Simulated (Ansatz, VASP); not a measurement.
Two plane-wave programs on Ca2Pd

```
CELL_PARAMETERS angstrom
5.18358 0.00000 0.00000
-2.59179 4.48911 0.00000
0.00000 0.00000 3.20016
ATOMIC_POSITIONS crystal
Ca 0.33333 0.66667 0.50000
Ca 0.66667 0.33333 0.50000
Pd 0.00000 0.00000 0.00000
```

Alike in both runs: functional PBE; k mesh 6 × 6 × 4; occupations gaussian, width 0.1 eV; no spin polarisation.

Ansatz relaxed the structure, and its values are those at the end. VASP's run is a single point on that final structure, the one shown.

|  | VASP | Ansatz |
| --- | --- | --- |
| version | VASP 6.6.1 | Ansatz 0.2.0 |
| potentials or method | VASP PAW PBE potentials, release 64 (Ca_sv, Pd), cutoff 520 eV | scalar-relativistic, plane waves, PAW |
| valence electrons in the cell | 30 | 38 |

Ansatz gave:

```
gap on the k mesh at the Fermi level (eV) : none
pressure (GPa)                            : 0.2
```

Question: What did VASP give for the same quantities?

Answer: gap on the k mesh at the Fermi level (eV): none; pressure (GPa): 0.3.

A gap of «none» marks a metal or a gap that the smearing closes. VASP's potentials hold 30 valence electrons a cell and Ansatz's 38, so a difference there can come from the potentials and not from the codes.

The k mesh is coarse, so the values compare programs but aren't converged.
